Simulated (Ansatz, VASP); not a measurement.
# SnO2: VASP beside Ansatz

```
CELL_PARAMETERS angstrom
4.79338 0.00000 0.00000
0.00000 4.79338 0.00000
0.00000 0.00000 3.23004
ATOMIC_POSITIONS crystal
Sn 0.00000 0.00000 0.00000
Sn 0.50000 0.50000 0.50000
O 0.30621 0.30621 0.00000
O 0.19379 0.80621 0.50000
O 0.69379 0.69379 0.00000
O 0.80621 0.19379 0.50000
```

Alike in both runs: functional PBE; dispersion D3(BJ); k mesh 6 × 6 × 8; occupations gaussian, width 0.02 eV; no spin polarisation.

Ansatz relaxed the structure, and its values are those at the end. VASP's run is a single point on that final structure, the one shown.

```csv
,VASP,Ansatz
version,VASP 6.6.1,Ansatz 0.2.0
potentials or method,"VASP PAW PBE potentials, release 64 (Sn_d, O), cutoff 520 eV","scalar-relativistic, plane waves, PAW"
valence electrons in the cell,52,52
```

VASP gave:

```
gap on the k mesh at the Fermi level (eV) : 0.83
least direct gap on the mesh (eV)         : 0.83
pressure (GPa)                            : 0.7
rms of the force components (eV/Å)        : 0.007
```

**Question.** Which values does Ansatz return?

**Answer.** gap on the k mesh at the Fermi level (eV): 0.84; least direct gap on the mesh (eV): 0.84; pressure (GPa): 0.0; rms of the force components (eV/Å): 0.000.
